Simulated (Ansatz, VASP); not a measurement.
**NiO2: VASP beside Ansatz**

Contents of INCAR:

```
SYSTEM = NiO2
  PREC = Accurate
  ENCUT = 520
  EDIFF = 1E-7
  ISMEAR = 0
  SIGMA = 0.05
  LREAL = .False.
  LASPH = .True.
  NELM = 80
  ALGO = Normal
  ISIF = 2
  LWAVE = .False.
  LCHARG = .True.
  GGA = PS
  LELF = .True.
  LVHAR = .True.
  NBANDS = 18
```

The input KPOINTS:

```
Automatic mesh
0
Gamma
  12 12 6
  0 0 0
```

The input POSCAR:

```
NiO2
1.0
    2.7134934025      0.0000000000      0.0000000000
   -1.3567467013      2.3499542196      0.0000000000
    0.0000000000      0.0000000000      5.2343287735
Ni O
1 2
Direct
    0.0000000000      0.0000000000      0.5000000000
    0.6666666667      0.3333333333      0.7127976082
    0.3333333333      0.6666666667      0.2872023918
```

Input for Ansatz:

```yaml
crystal:
  lattice:
    - [2.7134934025, 0.0, 0.0]
    - [-1.3567467013, 2.3499542196, 0.0]
    - [0.0, 0.0, 5.2343287735]
  atoms:
    - { symbol: Ni, position: [0.0, 0.0, 0.5] }
    - { symbol: O, position: [0.6666666667, 0.3333333333, 0.7127976082] }
    - { symbol: O, position: [0.3333333333, 0.6666666667, 0.2872023918] }
basis:
  ecutwfc: 520.0
kpoints:
  mp_grid: { grid: [12, 12, 6] }
hamiltonian:
  xc: pbesol
scf:
  occupations: { method: gaussian, width: 0.05 }
output:
  forces: true
  stress: true
  eigenvalues: true
```

Alike in both runs: task single point; functional PBEsol; k mesh 12 × 12 × 6; occupations gaussian, width 0.05 eV; no spin polarisation.

|  | VASP | Ansatz |
| --- | --- | --- |
| version | VASP 6.6.1 | Ansatz 0.2.0 |
| potentials or method | VASP PAW PBE potentials, release 64 (Ni, O), cutoff 520 eV | scalar-relativistic, plane waves, PAW |
| valence electrons in the cell | 22 | 30 |

```csv
,VASP,Ansatz,Ansatz less VASP
gap on the k mesh at the Fermi level (eV),1.03,1.05,+0.024
least direct gap on the mesh (eV),1.09,1.11,+0.017
pressure (GPa),-11.4,-11.9,-0.51
"traceless stress, the component that is largest in VASP (GPa)",-14.71,-14.87,-0.162
rms of the force components (eV/Å),1.139,1.180,+0.0412
```

VASP's potentials were made for PBE, not for PBEsol. Atom by atom the forces differ by 0.041 eV/Å (rms over components). VASP's potentials hold 22 valence electrons a cell and Ansatz's 30, so a difference there can come from the potentials and not from the codes.
